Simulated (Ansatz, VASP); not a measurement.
# Two plane-wave programs on BP

```
CELL_PARAMETERS angstrom
2.26007 2.26007 0.00000
-2.26007 2.26007 0.00000
0.00000 2.26007 2.26007
ATOMIC_POSITIONS crystal
B 0.00000 0.00000 0.00000
P 0.75000 0.25000 0.50000
```

Alike in both runs: functional PBEsol; k mesh 12 × 12 × 12; occupations fermi-dirac, width 0.08 eV; no spin polarisation.

Ansatz relaxed the structure, and its values are those at the end. VASP's run is a single point on that final structure, the one shown.

|  | VASP | Ansatz |
| --- | --- | --- |
| version | VASP 6.6.1 | Ansatz 0.2.0 |
| potentials or method | VASP PAW PBE potentials, release 64 (B, P) | PAW with Ansatz's default frozen-core files, scalar-relativistic |
| plane-wave cutoff (eV) | 520 | 420 |
| valence electrons in the cell | 8 | 8 |

Ansatz gave:

* pressure (GPa): 0.0

**Question.** Estimate VASP's values.

**Answer.** Pressure (GPa): 0.1.

VASP's potentials were made for PBE, not for PBEsol.
